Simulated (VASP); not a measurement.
# Cr (Im-3m) in VASP: a series of runs

Cr is run at these levels: LDA; tasks: electric field gradients.

All numbers are computed with VASP 6.6.1; they aren't measurements. Logs are shortened: lines on timing, memory, paths and dates and some standing lists are left out, and cuts for length are marked.

## Step 1: The cell of the first run

Symmetry: Im-3m, No. 229, cubic system. The conventional cell has a = 2.825 Å, b = 2.825 Å, c = 2.825 Å, α = 90.00°, β = 90.00°, γ = 90.00°. Within 3.2 Å of Cr (site symmetry m-3m) lie 14 Cr at 2.45 to 2.83 Å.

## Step 2: Electric field gradients, LDA, collinear spin, ferromagnetic start (11.27 Å³/atom)

INCAR

```
PREC = Accurate
ENCUT = 520
EDIFF = 1E-8
ISMEAR = -1
SIGMA = 0.08
LREAL = F
LASPH = T
NELM = 150
ALGO = Normal
ISIF = 2
LWAVE = F
LCHARG = F
ISPIN = 2
MAGMOM = 3
LORBIT = 11
LMAXMIX = 4
GGA = CA
LEFG = T
NBANDS = 16
```

KPOINTS

```
regular mesh
0
Gamma
  18 18 18
```

POSCAR

```
Cr
1.0
   -1.4125141895      1.4125141895      1.4125141895
    1.4125141895     -1.4125141895      1.4125141895
    1.4125141895      1.4125141895     -1.4125141895
Cr
1
Direct
    0.0000000000      0.0000000000      0.0000000000
```

Potentials or basis: VASP PAW LDA potentials, release 64 (Cr_pv).

Launch:

```sh
$ cat potpaw_LDA.64/Cr_pv/POTCAR > POTCAR
$ mpirun -np 1 vasp_std > vasp.out
```

OUTCAR:

```text
PREC = Accurate
   ENCUT = 520
   EDIFF = 1E-8
   ISMEAR = -1
   LREAL = F
   LASPH = T
   NELM = 150
   ISIF = 2
   ISPIN = 2
   LORBIT = 11
   GGA = CA

 ion  position               nearest neighbor table
   1  0.000  0.000  0.000-

  LATTYP: Found a body centered cubic cell.
 ALAT       =     2.8250283790

  Lattice vectors:

 A1 = (  -1.4125141895,   1.4125141895,   1.4125141895)
 A2 = (   1.4125141895,  -1.4125141895,   1.4125141895)
 A3 = (   1.4125141895,   1.4125141895,  -1.4125141895)

Analysis of symmetry for initial positions (statically):
=====================================================================
 Subroutine PRICEL returns:
 Original cell was already a primitive cell.

 Routine SETGRP: Setting up the symmetry group for a
 body centered cubic supercell.

 Subroutine GETGRP returns: Found 48 space group operations
 (whereof 48 operations were pure point group operations)
 out of a pool of 48 trial point group operations.

The static configuration has the point symmetry O_h .

Analysis of symmetry for dynamics (positions and initial velocities):
=====================================================================
 Subroutine PRICEL returns:
 Original cell was already a primitive cell.

 Routine SETGRP: Setting up the symmetry group for a
 body centered cubic supercell.

 Subroutine GETGRP returns: Found 48 space group operations
 (whereof 48 operations were pure point group operations)
 out of a pool of 48 trial point group operations.

The dynamic configuration has the point symmetry O_h .

Analysis of structural, dynamic, and magnetic symmetry:
=====================================================================
 Subroutine PRICEL returns:
 Original cell was already a primitive cell.

 Routine SETGRP: Setting up the symmetry group for a
 body centered cubic supercell.

 Subroutine GETGRP returns: Found 48 space group operations
 (whereof 48 operations were pure point group operations)
 out of a pool of 48 trial point group operations.

The overall configuration has the point symmetry O_h .

 Subroutine INISYM returns: Found 48 space group operations
 (whereof 48 operations are pure point group operations),
 and found     1 'primitive' translations

----------------------------------------------------------------------------------------

                                     Primitive cell

  volume of cell :      11.2730

  direct lattice vectors                    reciprocal lattice vectors
    -1.412514189  1.412514189  1.412514189     0.000000000  0.353978745  0.353978745
     1.412514189 -1.412514189  1.412514189     0.353978745  0.000000000  0.353978745
     1.412514189  1.412514189 -1.412514189     0.353978745  0.353978745  0.000000000

  length of vectors
     2.446546343  2.446546343  2.446546343     0.500601542  0.500601542  0.500601542

  position of ions in fractional coordinates (direct lattice)
     0.000000000  0.000000000  0.000000000

  ion indices of the primitive-cell ions
   primitive index   ion index
                 1           1

----------------------------------------------------------------------------------------

 KPOINTS: regular mesh

Automatic generation of k-mesh.
 Grid dimensions read from file:
 generate k-points for:   18   18   18

 Generating k-lattice:

  Cartesian coordinates                     Fractional coordinates (reciprocal lattice)
     0.000000000  0.019665486  0.019665486     0.055555556  0.000000000  0.000000000
     0.019665486  0.000000000  0.019665486     0.000000000  0.055555556  0.000000000
     0.019665486  0.019665486  0.000000000     0.000000000  0.000000000  0.055555556

  Length of vectors
     0.027811197  0.027811197  0.027811197

  Shift w.r.t. Gamma in fractional coordinates (k-lattice)
     0.000000000  0.000000000  0.000000000

 Subroutine IBZKPT returns following result:
 ===========================================

 Found    195 irreducible k-points:

 Following reciprocal coordinates:
            Coordinates               Weight
  0.000000  0.000000  0.000000      1.000000
  0.055556  0.000000  0.000000     12.000000
  0.111111  0.000000  0.000000     12.000000
  0.166667  0.000000  0.000000     12.000000
  0.222222  0.000000  0.000000     12.000000
  0.277778  0.000000  0.000000     12.000000
[... 16 lines left out ...]
  0.333333  0.111111  0.000000     48.000000
  0.388889  0.111111  0.000000     48.000000
 [... further k-points ...]
   k-points           NKPTS =    195   k-points in BZ     NKDIM =    195   number of bands    NBANDS=     16
   number of dos      NEDOS =    301   number of ions     NIONS =      1
   total plane-waves  NPLWV =   5832
   dimension x,y,z NGX =    18 NGY =   18 NGZ =   18
   dimension x,y,z NGXF=    36 NGYF=   36 NGZF=   36
   ions per type =               1
   NGX,Y,Z   is equivalent  to a cutoff of  12.23, 12.23, 12.23 a.u.
   NGXF,Y,Z  is equivalent  to a cutoff of  24.46, 24.46, 24.46 a.u.
 SYSTEM =  unknown system
   PREC   = accura    normal or accurate (medium, high low for compatibility)
   ISTART =      0    job   : 0-new  1-cont  2-samecut
   ICHARG =      2    charge: 1-file 2-atom 10-const
   ISPIN  =      2    spin polarized calculation?
   LNONCOLLINEAR =      F non collinear calculations
   LSORBIT =      F    spin-orbit coupling
   LASPH  =      T    aspherical Exc in radial PAW
   ENCUT  =  520.0 eV  38.22 Ry    6.18 a.u.   4.55  4.55  4.55*2*pi/ulx,y,z
   NELM   =    150;   NELMIN=  2; NELMDL= -5     # of ELM steps
   EDIFF  = 0.1E-07   stopping-criterion for ELM
   LREAL  =      F    real-space projection
   EDIFFG = 0.1E-06   stopping-criterion for IOM
   NSW    =      0    number of steps for IOM
   IBRION =     -1    ionic relax: 0-MD 1-quasi-New 2-CG
   NFREE  =      0    steps in history (QN), initial steepest desc. (CG)
   ISIF   =      2    stress and relaxation
   ISYM   =      2    0-nonsym 1-usesym 2-fastsym
   POTIM  = 0.5000    time-step for ionic-motion
   TEBEG  =    0.0;   TEEND  =   0.0 temperature during run
   PSTRESS=    0.0 pullay stress
   NELECT =      12.0000    total number of electrons
   NUPDOWN=      -1.0000    fix difference up-down
   EMIN   =  10.00;   EMAX   =-10.00  energy-range for DOS
   EFERMI =   0.00;   METHOD = LEGACY
   ISMEAR =    -1;   SIGMA  =   0.08  broadening in eV -4-tet -1-fermi 0-gaus
   EFERMI_NEDOS =   21; number of points for ismear=-14 and -15
   IALGO  =     38    algorithm
   IMIX   =      4    mixing-type and parameters
     AMIX     =   0.40;   BMIX     =  1.00
     AMIX_MAG =   1.60;   BMIX_MAG =  1.00
  volume/ion in A,a.u.               =      11.27        76.07
  Fermi-wavevector in a.u.,A,eV,Ry     =   1.671562  3.158794 38.016294  2.794119
  Thomas-Fermi vector in A             =   2.756863
   LORBIT       =     11    0 simple, 1 ext, 2 COOP (PROOUT), +10 PAW based schemes
   GGA     = CA    functional components
   LHFCALC =     F    Hartree Fock is set to
   AEXX    =    0.0000 exact exchange contribution
   IVDW    =     0    specifies the selected vdW correction
   LEPSILON=     F    determine dielectric tensor
   LRPA    =     F    only Hartree local field effects (RPA)
 spin polarized calculation
  energy-cutoff  :      520.00
  volume of cell :       11.27
 maximum number of plane-waves:       321
   NGX =  9   NGY =  9   NGZ =  9

 number of electron      12.0000009 magnetization      -0.0000064

 number of electron      12.0000009 magnetization       0.0000045

 Free energy of the ion-electron system (eV)
  ---------------------------------------------------
  ext. energy  EPLUGINS =         0.00000000
  ---------------------------------------------------
  free energy    TOTEN  =       -10.61999220 eV

  energy without entropy =      -10.60316200  energy(sigma->0) =      -10.61157710

 E-fermi :  11.1615     XC(G=0): -14.1451

 val. band max:       11.1602263869   @ k =  -0.3333   0.3333   0.2222
 cond. band min:      11.1894643199   @ k =  -0.4444   0.4444   0.0556
 fundamental gap:      0.0292379330
 Fermi energy:        11.1615235351

 spin component 1

 k-point     1 :       0.0000    0.0000    0.0000
  band No.  band energies     occupation
      1     -31.1540      1.00000
      2     -31.1540      1.00000
      3     -31.1540      1.00000
      4       3.2723      1.00000
      5      10.1947      0.99999
      6      10.1947      0.99999
[... 8 lines left out ...]
     15      41.4718      0.00000
     16      46.1061      0.00000

 k-point     2 :       0.0556    0.0000    0.0000
  band No.  band energies     occupation
      1     -31.1863      1.00000
      2     -31.1638      1.00000
      3     -31.1542      1.00000
      4       3.4115      1.00000
      5      10.1399      1.00000
      6      10.1862      0.99999
[... 8 lines left out ...]
     15      41.7530      0.00000
     16      44.4645      0.00000
[... 387 lines left out ...]
      5       8.7948      1.00000
      6      10.3495      0.99996
[... 8 lines left out ...]
     15      41.7216      0.00000
     16      43.0828      0.00000

 k-point    24 :       0.3889    0.1111    0.0000
  band No.  band energies     occupation
      1     -32.1083      1.00000
      2     -31.5003      1.00000
      3     -31.2045      1.00000
      4       6.9185      1.00000
      5       8.6862      1.00000
      6      10.8652      0.97598
[... 8 lines left out ...]
     15      41.9806      0.00000
     16      42.8718      0.00000

 [... further k-points ...]

 spin component 2

 k-point     1 :       0.0000    0.0000    0.0000
  band No.  band energies     occupation
      1     -31.1540      1.00000
      2     -31.1540      1.00000
      3     -31.1540      1.00000
      4       3.2723      1.00000
      5      10.1947      0.99999
      6      10.1947      0.99999
[... 8 lines left out ...]
     15      41.4718      0.00000
     16      46.1061      0.00000

 k-point     2 :       0.0556    0.0000    0.0000
  band No.  band energies     occupation
      1     -31.1863      1.00000
      2     -31.1638      1.00000
      3     -31.1542      1.00000
      4       3.4115      1.00000
      5      10.1399      1.00000
      6      10.1862      0.99999
[... 8 lines left out ...]
     15      41.7530      0.00000
     16      44.4645      0.00000
[... 387 lines left out ...]
      5       8.7948      1.00000
      6      10.3495      0.99996
[... 8 lines left out ...]
     15      41.7216      0.00000
     16      43.0828      0.00000

 k-point    24 :       0.3889    0.1111    0.0000
  band No.  band energies     occupation
      1     -32.1083      1.00000
      2     -31.5003      1.00000
      3     -31.2045      1.00000
      4       6.9185      1.00000
      5       8.6862      1.00000
      6      10.8652      0.97597
[... 8 lines left out ...]
     15      41.9806      0.00000
     16      42.8718      0.00000

 [... further k-points ...]

------------------------ aborting loop because EDIFF is reached ----------------------------------------

  FORCE on cell =-STRESS in cart. coord.  units (eV):
  Direction    XX          YY          ZZ          XY          YZ          ZX
  --------------------------------------------------------------------------------------
  -------------------------------------------------------------------------------------
  Total       -0.7573716     -0.7573716     -0.7573716     -0.0000000      0.0000000     -0.0000000
  in kB     -107.6418450   -107.6418450   -107.6418450     -0.0000000      0.0000000     -0.0000000
  external PRESSURE =    -107.6418450 kB  Pullay stress =       0.0000000 kB

 VOLUME and BASIS-vectors are now :
 -----------------------------------------------------------------------------
  energy-cutoff  :      520.00
  volume of cell :       11.27
      direct lattice vectors                 reciprocal lattice vectors
    -1.412514189  1.412514189  1.412514189     0.000000000  0.353978745  0.353978745
     1.412514189 -1.412514189  1.412514189     0.353978745  0.000000000  0.353978745
     1.412514189  1.412514189 -1.412514189     0.353978745  0.353978745  0.000000000

 POSITION                                       TOTAL-FORCE (eV/Angst)
 -----------------------------------------------------------------------------------
      0.00000      0.00000      0.00000        -0.000000     -0.000000     -0.000000
 -----------------------------------------------------------------------------------
    total drift:                                0.000000     -0.000000      0.000000

  FREE ENERGIE OF THE ION-ELECTRON SYSTEM (eV)
  ---------------------------------------------------
  free  energy   TOTEN  =       -10.6199922013 eV

  energy  without entropy=      -10.6031619963  energy(sigma->0) =      -10.61157710

 Electric field gradients (V/A^2)
---------------------------------------------------------------------
 ion       V_xx      V_yy      V_zz      V_xy      V_xz      V_yz
---------------------------------------------------------------------
   1       0.000     0.000    -0.000     0.000     0.000     0.000
---------------------------------------------------------------------

 Electric field gradients after diagonalization (V/A^2)
 (convention: |V_zz| > |V_xx| > |V_yy|)
----------------------------------------------------------------------
 ion       V_xx      V_yy      V_zz     asymmetry (V_yy - V_xx)/ V_zz
----------------------------------------------------------------------
   1      -0.000    -0.000     0.001       0.000
----------------------------------------------------------------------

           NMR quadrupolar parameters

 Cq : quadrupolar parameter    Cq=e*Q*V_zz/h
 eta: asymmetry parameters     (V_yy - V_xx)/ V_zz
 Q  : nuclear electric quadrupole moment in mb (millibarn)
----------------------------------------------------------------------
 ion       Cq(MHz)       eta       Q (mb)
----------------------------------------------------------------------
   1       0.000       0.000       1.000
----------------------------------------------------------------------

 total charge

# of ion       s       p       d       tot
------------------------------------------
    1        0.435   6.414   4.265  11.115

 magnetization (x)

# of ion       s       p       d       tot
------------------------------------------
    1        0.000   0.000  -0.000   0.000
```

Wall time 58 s (1 thread of Intel Xeon 8259CL, shared host); peak memory 0.13 GiB.

Results:

* Free energy: -10.6200 eV
* Pressure: -10.8 GPa
* Band gap on the k mesh: zero (filled and empty bands overlap)
* Net moment: 0.00 μB per cell
* Largest electric field gradient by atom: zero within the noise of the run
* Valence electrons inside the program's atomic spheres: Cr 11.12

Caveat: the cell stands under tension; an empty level that is flat over the whole mesh can mark a ghost state of the potentials, or a narrow d or f band.

(Continued in part 2 of 2.)
